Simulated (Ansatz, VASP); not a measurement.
# Cu: VASP beside Ansatz

File INCAR:

```
PREC     = Accurate       # precision mode
ENCUT    = 520            # plane-wave cutoff, eV
EDIFF    = 1E-6           # SCF threshold, eV
ISMEAR   = 0              # smearing method
SIGMA    = 0.15           # smearing width, eV
LREAL    = F              # projectors in reciprocal space
LASPH    = T              # aspherical terms in the spheres
NELM     = 80             # most SCF steps
ALGO     = Fast           # electronic algorithm
ISIF     = 2              # what is computed and relaxed
LWAVE    = F              # write WAVECAR
LCHARG   = F              # write CHGCAR
GGA      = PE             # functional
NBANDS   = 12             # bands
```

File KPOINTS:

```
Automatic mesh
0
Gamma
  24 24 24
```

POSCAR

```
Cu
1.0
    0.0000000000      2.0110340203      1.4767022811
    2.0110340203      0.0000000000      1.4767022811
    2.0110340203      2.0110340203      0.0000000000
Cu
1
Direct
    0.0000000000      0.0000000000      0.0000000000
```

Input for Ansatz:

```yaml
crystal:
  lattice:
    - [0.0, 2.0110340203, 1.4767022811]
    - [2.0110340203, 0.0, 1.4767022811]
    - [2.0110340203, 2.0110340203, 0.0]
  atoms:
    - { symbol: Cu, position: [0.0, 0.0, 0.0] }
basis:
  ecutwfc: 520.0
kpoints:
  mp_grid: { grid: [24, 24, 24] }
hamiltonian:
  xc: pbe
  pseudopotentials: { kind: paw, azcp: { folder: soft_1 } }
scf:
  occupations: { method: gaussian, width: 0.15 }
output:
  forces: true
  stress: true
  eigenvalues: true
```

Alike in both runs: task single point; functional PBE; k mesh 24 × 24 × 24; occupations gaussian, width 0.15 eV; no spin polarisation.

|  | VASP | Ansatz |
| --- | --- | --- |
| version | VASP 6.6.1 | Ansatz 0.2.0 |
| potentials or method | VASP PAW PBE potentials, release 64 (Cu), cutoff 520 eV | scalar-relativistic, plane waves, PAW |
| valence electrons in the cell | 11 | 19 |

VASP gave:

| Item | Value |
| --- | --- |
| gap on the k mesh at the Fermi level (eV) | none |
| pressure (GPa) | 1.5 |
| traceless stress, the component that is largest in VASP (GPa) | 0.42 |

Q: Which values does Ansatz return?

A: gap on the k mesh at the Fermi level (eV): none; pressure (GPa): 0.6; traceless stress, the component that is largest in VASP (GPa): 0.42.

A gap of «none» marks a metal or a gap that the smearing closes. VASP's potentials hold 11 valence electrons a cell and Ansatz's 19, so a difference there can come from the potentials and not from the codes.
